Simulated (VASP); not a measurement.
A run of VASP 6.6.1 is set up as follows.

Contents of INCAR:

```
PREC = Accurate ; ENCUT = 600
EDIFF = 1E-7 ; ISMEAR = 0
SIGMA = 0.1 ; LREAL = False
LASPH = True ; NELM = 80
ALGO = Normal ; ISIF = 3
LWAVE = False ; LCHARG = False
GGA = PE ; IBRION = 2
NSW = 100 ; EDIFFG = -0.01
```

The input KPOINTS:

```
regular mesh
0
Gamma
  10 10 10
```

POSCAR

```
BiO4
1.0
   -2.5694457000      2.5694457000      2.5694457000
    2.5694457000     -2.5694457000      2.5694457000
    2.5694457000      2.5694457000     -2.5694457000
Bi O
1 4
Direct
    0.0000000000      0.0000000000      0.0000000000
    0.0000000000      0.0000000000      0.5000000000
    0.5000000000      0.0000000000      0.0000000000
    0.0000000000      0.5000000000      0.0000000000
    0.5000000000      0.5000000000      0.5000000000
```

Potentials or basis: VASP PAW PBE potentials, release 64 (Bi_d, O).

Run with:

```bash
$ cat potpaw_PBE.64/Bi_d/POTCAR potpaw_PBE.64/O/POTCAR > POTCAR
$ mpirun -np 1 vasp_std > vasp.out
```

Q: Estimate the relaxed cell.

A: a = 4.418 Å, b = 4.418 Å, c = 4.418 Å, α = 109.47°, β = 109.47°, γ = 109.47°.

Q: What does it give for the band gap on the k mesh?

A: Zero (an odd number of electrons rules out a gap without spin polarisation).

Q: Predict the space group after relaxing (to 0.1 Å).

A: Im-3m (No. 229).

The path:
```csv
step,energy change (eV),largest force (eV/Å),pressure (GPa),volume (Å³)
1,0.0000,0.0000,-2.15,67.85
2,-0.0098,0.0000,0.47,66.08
3,-0.0102,0.0000,0.00,66.37
```

Caveat: spin-orbit coupling is left out, which moves the levels of the heavy elements; an odd number of electrons without spin polarisation forces a metal; a magnetic or distorted state may lie lower.
